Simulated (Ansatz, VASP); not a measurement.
## SrCl2 in VASP and in Ansatz

```xyz
3
Lattice="0.0000 3.4977 3.4977 3.4977 0.0000 3.4977 3.4977 3.4977 0.0000" Properties=species:S:1:pos:R:3 pbc="T T T"
Sr    0.0000    0.0000    0.0000
Cl    1.7488    1.7488    1.7488
Cl    5.2465    5.2465    5.2465
```

Alike in both runs: task single point; functional PBE-based screened hybrid; k mesh 4 × 4 × 4; no spin polarisation.

|  | VASP | Ansatz |
| --- | --- | --- |
| version | VASP 6.6.1 | Ansatz 0.2.0 |
| potentials or method | VASP PAW PBE potentials, release 64 (Sr_sv, Cl) | plane waves |
| plane-wave cutoff (eV) | 520 | 420 |
| occupations | gaussian, width 0.01 eV | fixed |
| valence electrons in the cell | 24 | 24 |

```tsv
	VASP	Ansatz	Ansatz less VASP
gap on the k mesh at the Fermi level (eV)	10.33	10.34	+0.009
pressure (GPa)	-0.9	-0.9	+0.05
```

VASP's potentials were made for PBE, not for PBE-based screened hybrid. Ansatz's warnings: stress exchange threshold loose, stress scf threshold loose.
